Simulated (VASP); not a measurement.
Set up this calculation in VASP 6.6.1, as the native input.

* Task: single point
* Functional: PBE
* Potentials or basis: VASP PAW PBE potentials, release 64 (Tl_d, Se)
* Cutoff: 520 eV
* k mesh: 6 × 6 × 6
* Occupations: gaussian, width 0.1 eV
* Spin: no spin polarisation
* Dipole correction: no
* Further INCAR settings: ALGO = Normal; EDIFF = 1e-07; NBANDS = 20

The structure of TlSe2 lies in POSCAR:

```
TlSe2
1.0
    2.0219648741      1.1673819644      5.5673440324
   -2.0219648741      1.1673819644      5.5673440324
    0.0000000000     -2.3347639287      5.5673440324
Tl Se
1 2
Direct
    0.0015546522      0.0015546522      0.0015546522
    0.7726291480      0.7726291480      0.7726291480
    0.5591161999      0.5591161999      0.5591161999
```

These files were run (other wordings do the same):

INCAR

```
SYSTEM = TlSe2
ALGO = Normal ; EDIFF = 1E-7
ENCUT = 520 ; GGA = PE
ISIF = 2 ; ISMEAR = 0
LASPH = .True. ; LCHARG = .False.
LREAL = .False. ; LWAVE = .False.
NBANDS = 20 ; NELM = 80
PREC = Accurate ; SIGMA = 0.1
```

KPOINTS

```
k-points
0
Gamma
  6 6 6
  0 0 0
```

Potentials or basis: VASP PAW PBE potentials, release 64 (Tl_d, Se).

The run is started by

```console
$ cat potpaw_PBE.64/Tl_d/POTCAR potpaw_PBE.64/Se/POTCAR > POTCAR
$ mpirun -np 1 vasp_std > vasp.out
```

It gave:

The pressure is -0.1 GPa and the largest force is 0.030 eV/Å. The band gap on the k mesh is zero (an odd number of electrons rules out a gap without spin polarisation).

Caveat: spin-orbit coupling is left out, which moves the levels of the heavy elements.

Wall time 89 s on 1 thread of Intel(R) Xeon(R) Platinum 8488C (Sapphire Rapids), with other jobs on the host, peak memory 0.33 GiB.
